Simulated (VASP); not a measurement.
# Br (Cmce) in VASP: vibrations by perturbation theory with LDA

Aim: the vibrations by perturbation theory of Br with LDA.

Program: VASP 6.6.1. These are calculated values, not measurements. Logs are shortened: lines on timing, memory, paths and dates and some standing lists are left out, and cuts for length are marked.

### Step 1. The cell of the first run

Symmetry: Cmce, No. 64, orthorhombic system. Conventional cell: a = 6.726 Å, b = 4.645 Å, c = 8.702 Å, α = 90.00°, β = 90.00°, γ = 90.00°. Br (site symmetry m) has 1 Br at 2.29 Å within 3.0 Å.

### Step 2. Vibrations by perturbation theory, LDA

The input, INCAR:

```
SYSTEM = Br
  PREC = Accurate
  ENCUT = 520
  EDIFF = 1E-8
  ISMEAR = 0
  SIGMA = 0.01
  LREAL = .FALSE.
  LASPH = .TRUE.
  NELM = 60
  ALGO = Normal
  ISIF = 2
  LWAVE = .FALSE.
  LCHARG = .FALSE.
  IBRION = 8
  NSW = 1
  LEPSILON = .TRUE.
```

The input, KPOINTS:

```
Automatic mesh
0
G
  5 5 3
  0 0 0
```

The input, POSCAR:

```
Br
1.0
    3.3632500000     -2.3225500000      0.0000000000
    3.3632500000      2.3225500000      0.0000000000
    0.0000000000      0.0000000000      8.7023000000
Br
4
Direct
    0.3651000000      0.6349000000      0.3901000000
    0.1349000000      0.8651000000      0.8901000000
    0.6349000000      0.3651000000      0.6099000000
    0.8651000000      0.1349000000      0.1099000000
```

Potentials or basis: VASP PAW LDA potentials, release 64 (Br).

The run is started by

```
$ cat potpaw_LDA.64/Br/POTCAR > POTCAR
$ mpirun -np 1 vasp_std > vasp.out
```

OUTCAR:

```text
SYSTEM = Br
   PREC = Accurate
   ENCUT = 520
   EDIFF = 1E-8
   ISMEAR = 0
   LREAL = .FALSE.
   LASPH = .TRUE.
   NELM = 60
   ISIF = 2
   IBRION = 8
   NSW = 1
   LEPSILON = .TRUE.

 ion  position               nearest neighbor table
   1  0.365  0.635  0.390-   3 2.29
   2  0.135  0.865  0.890-   4 2.29
   3  0.635  0.365  0.610-   1 2.29
   4  0.865  0.135  0.110-   2 2.29

  LATTYP: Found a base centered orthorhombic cell.
 ALAT       =     4.6451000000
 B/A-ratio  =     1.4480850789
 C/A-ratio  =     1.8734365245

  Lattice vectors:

 A1 = (  -3.3632500000,  -2.3225500000,   0.0000000000)
 A2 = (   3.3632500000,  -2.3225500000,   0.0000000000)
 A3 = (   0.0000000000,   0.0000000000,   8.7023000000)

Analysis of symmetry for initial positions (statically):
=====================================================================
 Subroutine PRICEL returns:
 Original cell was already a primitive cell.

 Routine SETGRP: Setting up the symmetry group for a
 base centered orthorhombic supercell.

 Subroutine GETGRP returns: Found  8 space group operations
 (whereof  4 operations were pure point group operations)
 out of a pool of  8 trial point group operations.

The static configuration has the point symmetry C_2h.
 The point group associated with its full space group is D_2h.

Analysis of symmetry for dynamics (positions and initial velocities):
=====================================================================
 Subroutine PRICEL returns:
 Original cell was already a primitive cell.

 Routine SETGRP: Setting up the symmetry group for a
 base centered orthorhombic supercell.

 Subroutine GETGRP returns: Found  8 space group operations
 (whereof  4 operations were pure point group operations)
 out of a pool of  8 trial point group operations.

The dynamic configuration has the point symmetry C_2h.
 The point group associated with its full space group is D_2h.

 Subroutine INISYM returns: Found  8 space group operations
 (whereof  4 operations are pure point group operations),
 and found     1 'primitive' translations

----------------------------------------------------------------------------------------

                                     Primitive cell

  volume of cell :     135.9528

  direct lattice vectors                    reciprocal lattice vectors
     3.363250000 -2.322550000  0.000000000     0.148665725 -0.215280618  0.000000000
     3.363250000  2.322550000  0.000000000     0.148665725  0.215280618  0.000000000
     0.000000000  0.000000000  8.702300000     0.000000000  0.000000000  0.114912150

  length of vectors
     4.087259359  4.087259359  8.702300000     0.261624239  0.261624239  0.114912150

  position of ions in fractional coordinates (direct lattice)
     0.365100000  0.634900000  0.390100000
     0.134900000  0.865100000  0.890100000
     0.634900000  0.365100000  0.609900000
     0.865100000  0.134900000  0.109900000

  ion indices of the primitive-cell ions
   primitive index   ion index
                 1           1
                 2           2
                 3           3
                 4           4

----------------------------------------------------------------------------------------

 KPOINTS: Automatic mesh

Automatic generation of k-mesh.
 Grid dimensions read from file:
 generate k-points for:    5    5    3

 Generating k-lattice:

  Cartesian coordinates                     Fractional coordinates (reciprocal lattice)
     0.029733145 -0.043056124  0.000000000     0.200000000  0.000000000  0.000000000
[... 531 lines left out ...]

--------------------------------------- Ionic step        3  -------------------------------------------

------------------------ aborting loop because EDIFF is reached ----------------------------------------

 PIEZOELECTRIC TENSOR FIELD DIRECTION 3  (e Angst)
 -----------------------------------------------------------------------------
     0.00008  0.00000  0.00000           (  0.00000  0.00000  0.00000)
     0.00000  0.00891  0.00000           (  0.00000 -0.00002  0.00000)
     0.00000  0.00000 -0.00486           (  0.00000  0.00000  0.00001)

 PIEZOELECTRIC TENSOR FIELD DIRECTION 3  (C/m^2)
 -----------------------------------------------------------------------------
     0.00001  0.00000  0.00000
     0.00000  0.00105  0.00000
     0.00000  0.00000 -0.00057

--------------------------------------- Ionic step        4  -------------------------------------------
[... 5 lines left out ...]
------------------------ aborting loop because EDIFF is reached ----------------------------------------

--------------------------------------- Ionic step        6  -------------------------------------------

 Free energy of the ion-electron system (eV)
  ---------------------------------------------------
  ---------------------------------------------------
  free energy    TOTEN  =        -0.15642589 eV

  energy without entropy =       -0.15642589

------------------------ aborting loop because EDIFF is reached ----------------------------------------

 INTERNAL STRAIN TENSOR  FOR ION    1  DIRECTION 3   (eV/Angst):
 -----------------------------------------------------------------------------
    -0.37909  0.00000  0.00000
     0.00000  9.60851-12.92863
     0.00000-12.95602 18.23242

 MACROSCOPIC STATIC DIELECTRIC TENSOR (including local field effects in DFT)
 ------------------------------------------------------
           2.765242     0.000000     0.000000
           0.000000     4.907788     0.000000
           0.000000     0.000000     7.951405
 ------------------------------------------------------

 PIEZOELECTRIC TENSOR (including local field effects)  for field in x, y, z        (e  Angst)
          XX          YY          ZZ          XY          YZ          ZX
  --------------------------------------------------------------------------------
  x     0.00000     0.00000     0.00000     0.00000     0.00000     0.00000
  y     0.00000     0.00000     0.00000     0.00000     0.00000     0.00000
  z     0.00000     0.00000     0.00000     0.00000     0.00000     0.00000

 PIEZOELECTRIC TENSOR (including local field effects)  for field in x, y, z        (C/m^2)
          XX          YY          ZZ          XY          YZ          ZX
  --------------------------------------------------------------------------------
  x     0.00000     0.00000     0.00000     0.00000     0.00000     0.00000
  y     0.00000     0.00000     0.00000     0.00000     0.00000     0.00000
  z     0.00000     0.00000     0.00000     0.00000     0.00000     0.00000

 BORN EFFECTIVE CHARGES (including local field effects) (in |e|, cummulative output)
 ---------------------------------------------------------------------------------
 ion    1
    1     0.00000     0.00000     0.00000
    2     0.00000     0.00000    -0.63050
    3     0.00000    -1.05834     0.00000
 ion    2
    1     0.00000     0.00000     0.00000
    2     0.00000     0.00000     0.63050
    3     0.00000     1.05834     0.00000
 ion    3
    1     0.00000     0.00000     0.00000
    2     0.00000     0.00000    -0.63050
    3     0.00000    -1.05834     0.00000
 ion    4
    1     0.00000     0.00000     0.00000
    2     0.00000     0.00000     0.63050
    3     0.00000     1.05834     0.00000

 INTERNAL STRAIN TENSOR FOR ION    4 for displacements in x,y,z  (eV/Angst):
          X           Y           Z          XY          YZ          ZX
  --------------------------------------------------------------------------------
  x     0.00000     0.00000     0.00000     0.20085     0.00000     0.37136
  y     0.21910    -5.88968   -13.94140     0.00000    -8.62032     0.00000
  z     0.37909    -9.60851   -18.23242     0.00000   -12.95602     0.00000

 SECOND DERIVATIVES (NOT SYMMETRIZED)
 ------------------------------------
               1X          1Y          1Z          2X          2Y          2Z          3X          3Y          3Z          4X          4Y          4Z
  1X    -0.344780    0.000000    0.000000   -0.083895    0.000000    0.000000    0.156358    0.000000    0.000000    0.272316    0.000000    0.000000
  1Y     0.000000   -4.134817    5.904528    0.000000   -0.120879   -0.042322    0.000000    4.473823   -5.909950    0.000000   -0.218128    0.047743
  1Z     0.000000    5.896460   -9.804828    0.000000    0.043663    0.808428    0.000000   -5.905969    9.608006    0.000000   -0.034155   -0.611605
  2X    -0.083895    0.000000    0.000000   -0.344780    0.000000    0.000000    0.272316    0.000000    0.000000    0.156358    0.000000    0.000000
  2Y     0.000000   -0.120879    0.042322    0.000000   -4.134817   -5.904528    0.000000   -0.218128   -0.047743    0.000000    4.473823    5.909950
  2Z     0.000000   -0.043663    0.808428    0.000000   -5.896460   -9.804828    0.000000    0.034155   -0.611605    0.000000    5.905969    9.608006
  3X     0.156358    0.000000    0.000000    0.272316    0.000000    0.000000   -0.344780    0.000000    0.000000   -0.083895    0.000000    0.000000
  3Y     0.000000    4.473823   -5.909950    0.000000   -0.218128    0.047743    0.000000   -4.134817    5.904528    0.000000   -0.120879   -0.042322
  3Z     0.000000   -5.905969    9.608006    0.000000   -0.034155   -0.611605    0.000000    5.896460   -9.804828    0.000000    0.043663    0.808428
  4X     0.272316    0.000000    0.000000    0.156358    0.000000    0.000000   -0.083895    0.000000    0.000000   -0.344780    0.000000    0.000000
  4Y     0.000000   -0.218128   -0.047743    0.000000    4.473823    5.909950    0.000000   -0.120879    0.042322    0.000000   -4.134817   -5.904528
  4Z     0.000000    0.034155   -0.611605    0.000000    5.905969    9.608006    0.000000   -0.043663    0.808428    0.000000   -5.896460   -9.804828

 Eigenvectors and eigenvalues of the dynamical matrix
 ----------------------------------------------------

   1 f  =    9.265167 THz    58.214762 2PiTHz  309.052708 cm-1    38.317635 meV
             X         Y         Z           dx          dy          dz
      3.363250  0.626624  3.394767    -0.000000    0.259812   -0.427198
      3.363250  1.695926  7.745917    -0.000000    0.259812    0.427198
      3.363250 -0.626624  5.307533     0.000000   -0.259812    0.427198
      3.363250 -1.695926  0.956383     0.000000   -0.259812   -0.427198
[... 57 lines left out ...]
  10 f  =    0.000000 THz     0.000000 2PiTHz    0.000001 cm-1     0.000000 meV
             X         Y         Z           dx          dy          dz
      3.363250  0.626624  3.394767     0.500000    0.000000   -0.000000
      3.363250  1.695926  7.745917     0.500000    0.000000   -0.000000
      3.363250 -0.626624  5.307533     0.500000    0.000000   -0.000000
      3.363250 -1.695926  0.956383     0.500000    0.000000   -0.000000

  11 f/i=    0.015111 THz     0.094948 2PiTHz    0.504064 cm-1     0.062496 meV
             X         Y         Z           dx          dy          dz
      3.363250  0.626624  3.394767    -0.000000    0.499953   -0.006885
      3.363250  1.695926  7.745917    -0.000000    0.499953    0.006885
      3.363250 -0.626624  5.307533    -0.000000    0.499953   -0.006885
      3.363250 -1.695926  0.956383    -0.000000    0.499953    0.006885

  12 f/i=    1.440218 THz     9.049159 2PiTHz   48.040514 cm-1     5.956262 meV
             X         Y         Z           dx          dy          dz
      3.363250  0.626624  3.394767    -0.000000   -0.499951    0.007010
      3.363250  1.695926  7.745917    -0.000000    0.499951    0.007010
      3.363250 -0.626624  5.307533    -0.000000   -0.499951    0.007010
      3.363250 -1.695926  0.956383     0.000000    0.499951    0.007010

--------------------------------------------------------------------------------------------------------

 MACROSCOPIC STATIC DIELECTRIC TENSOR IONIC CONTRIBUTION
 ------------------------------------------------------
           0.000000     0.000000     0.000000
           0.000000     5.374444    -0.000000
           0.000000    -0.000000    -0.000000
 ------------------------------------------------------

 ELASTIC MODULI CONTR FROM IONIC RELAXATION (kBar)
 Direction    XX          YY          ZZ          XY          YZ          ZX
 --------------------------------------------------------------------------------
 XX          -0.4110     10.0016     15.5633      0.0000      0.0000      0.0000
 YY          10.0016   -247.9795   -425.1185     -0.0000     -0.0000     -0.0000
 ZZ          15.5633   -425.1185  -1058.7099     -0.0000      0.0000      0.0000
 XY           0.0000     -0.0000     -0.0000    -13.1213      0.0000      0.0000
 YZ          -0.0000     -0.0000      0.0000      0.0000   -420.8425      0.0000
 ZX           0.0000     -0.0000      0.0000      0.0000      0.0000     -7.5824
 --------------------------------------------------------------------------------

 PIEZOELECTRIC TENSOR IONIC CONTR  for field in x, y, z        (C/m^2)
          XX          YY          ZZ          XY          YZ          ZX
  --------------------------------------------------------------------------------
  x     0.00000     0.00000     0.00000     0.00000     0.00000     0.00000
  y    -0.00000     0.00000     0.00000     0.00000    -0.00000     0.00000
  z     0.00000     0.00000    -0.00000     0.00000     0.00000     0.00000
```

Run time: 5.4 min. Hardware: 1 thread of Intel Xeon 6975P-C (Granite Rapids), shared host; peak memory 0.37 GiB.

What came out:

```
Electronic dielectric tensor (diagonal) : 2.77, 4.91, 7.95
Born charges (mean of the diagonal)     : Br +0.00 e
Highest phonon frequency at Γ           : 309 cm⁻¹
Most unstable mode                      : 48i cm⁻¹
```

Phonon frequencies in cm⁻¹ (negative: imaginary):
| q point | frequencies |
| --- | --- |
| (0.000, 0.000, 0.000) | -48 -1 0 1 22 36 37 50 54 66 297 309 |

Electronic dielectric tensor:
```
2.77 0.00 0.00
0.00 4.91 0.00
0.00 0.00 7.95
```

Born effective charge tensors (e):
atom 1, Br
```
 0.00  0.00  0.00
 0.00  0.00 -0.63
 0.00 -1.06  0.00
```
atom 2, Br
```
0.00 0.00 0.00
0.00 0.00 0.63
0.00 1.06 0.00
```
atom 3, Br
```
 0.00  0.00  0.00
 0.00  0.00 -0.63
 0.00 -1.06  0.00
```
atom 4, Br
```
0.00 0.00 0.00
0.00 0.00 0.63
0.00 1.06 0.00
```

Caveat: the cell stands under pressure or tension, which shifts response properties; some modes are imaginary.
